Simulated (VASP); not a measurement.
Wanted: the native input for a VASP 6.6.1 run.

```
Task                   : relaxation of cell and atoms
Functional             : RPBE
Potentials or basis    : VASP PAW PBE potentials, release 64 (C)
Cutoff                 : 600 eV
k mesh                 : 11 × 11 × 15
Occupations            : fermi-dirac, width 0.1 eV
Spin                   : no spin polarisation
Dipole correction      : no
Further INCAR settings : ALGO = Normal; EDIFF = 1e-06; IBRION = 2; EDIFFG = -0.01; NSW = 80; ISIF = 3
```

The structure of C lies in POSCAR:

```
C
1.0
    3.3438265309      0.0000000000      0.0000000000
   -1.6719132655      2.8958387216      0.0000000000
    0.0000000000      0.0000000000      2.0497656634
C
3
Direct
    0.0000000000      0.0000000000      0.0000000000
    0.3333333333      0.6666666667      0.5000000000
    0.6666666667      0.3333333333      0.5000000000
```

These files were run (other wordings do the same):

INCAR

```
PREC     = Accurate       # precision mode
ENCUT    = 600            # plane-wave cutoff, eV
EDIFF    = 1E-6           # SCF threshold, eV
ISMEAR   = -1             # smearing method
SIGMA    = 0.1            # smearing width, eV
LREAL    = False          # projectors in reciprocal space
LASPH    = True           # aspherical terms in the spheres
NELM     = 60             # most SCF steps
ALGO     = Normal         # electronic algorithm
ISIF     = 3              # what is computed and relaxed
LWAVE    = False          # write WAVECAR
LCHARG   = False          # write CHGCAR
GGA      = RP             # functional
IBRION   = 2              # ionic algorithm
NSW      = 80             # ionic steps
EDIFFG   = -0.01          # ionic threshold
```

KPOINTS

```
regular mesh
0
Gamma
  11 11 15
```

Potentials or basis: VASP PAW PBE potentials, release 64 (C).

Launch:

```bash
$ cat potpaw_PBE.64/C/POTCAR > POTCAR
$ mpirun -np 1 vasp_std > vasp.out
```

Results of the run:

```yaml
Relaxed_volume: 9.40 Å³/atom
Relaxed_cell: a = 5.032 Å, b = 5.032 Å, c = 1.285 Å, α = 90.00°, β = 90.00°, γ = 120.00°
Space_group_after_relaxing_to_0.05_Å: P6/mmm (No. 191)
Energy_gained_by_relaxing: 2889.1 meV/atom
Ionic_steps: 22
Pressure_after_relaxing: 0.0 GPa
Band_gap_on_the_k_mesh: zero (band 6 reaches 12.87 eV, above the bottom of band 7 at -2.85 eV)
```

Caveat: the volume moved by over 15 % at a fixed basis, so the end points are rough; the PAW data sets were made with another functional, which shifts forces and pressure a little.

It took 4.5 min on 1 thread of Intel(R) Xeon(R) Platinum 8259CL CPU @ 2.50GHz (Skylake/Cascade Lake), with other jobs on the host, peak memory 0.16 GiB.
